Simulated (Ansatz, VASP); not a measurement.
CdTe: VASP beside Ansatz

```
Cd Te
1.0
     0.00000    2.92020    3.24467
     3.24467    0.00000    3.24467
     3.24467    2.92020    0.00000
Cd Te
1 1
Direct
  0.00000 0.00000 0.00000
  0.75000 0.75000 0.75000
```

Alike in both runs: task single point; functional PBE; k mesh 8 × 8 × 8; occupations gaussian, width 0.05 eV; no spin polarisation.

```csv
,VASP,Ansatz
version,VASP 6.6.1,Ansatz 0.2.0
potentials or method,"VASP PAW PBE potentials, release 64 (Cd, Te)","scalar-relativistic, plane waves, PAW"
plane-wave cutoff (eV),500,420
valence electrons in the cell,18,36
```

VASP gave:

| Property | Result |
| --- | --- |
| gap on the k mesh at the Fermi level (eV) | 0.87 |
| pressure (GPa) | 8.4 |
| traceless stress, the component that is largest in VASP (GPa) | 0.36 |

Which values does Ansatz return?

gap on the k mesh at the Fermi level (eV): 0.86; pressure (GPa): 8.2; traceless stress, the component that is largest in VASP (GPa): 0.37.

VASP's potentials hold 18 valence electrons a cell and Ansatz's 36, so a difference there can come from the potentials and not from the codes.

Neither program's run includes spin-orbit coupling.
